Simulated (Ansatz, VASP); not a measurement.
**SnTe in VASP and in Ansatz**

```
Sn Te
1.0
     0.06313    3.18806    3.18806
     3.18806    0.06313    3.18806
     3.18806    3.18806    0.06313
Sn Te
1 1
Cartesian
  0.0000 0.0000 0.0000
  3.2196 3.2196 3.2196
```

Change from the starting cell: equal xy, yz and zx shear strains of +2 %, crystal datasets.

Alike in both runs: task electric field gradients; functional PBEsol; k mesh 11 × 11 × 11; occupations fermi-dirac, width 0.08 eV; no spin polarisation.

|  | VASP | Ansatz |
| --- | --- | --- |
| version | VASP 6.6.1 | Ansatz 0.2.0 |
| potentials or method | VASP PAW PBE potentials, release 64 (Sn_d, Te), cutoff 520 eV | all-electron PAW with datasets made for the crystal, scalar-relativistic |

|  | VASP | Ansatz | Ansatz less VASP |
| --- | --- | --- | --- |
| pressure (GPa) | -0.5 | -0.5 | 0.00 |
| traceless stress, the component that is largest in VASP (GPa) | -0.32 | -0.32 | 0.000 |
| size of Vzz on the site where it differs most (V/Å²) | 22.7 | 23.5 | +0.75 |

VASP's potentials were made for PBE, not for PBEsol. Ansatz ran all-electron here, and VASP with PAW potentials.

Spin-orbit coupling is off throughout.
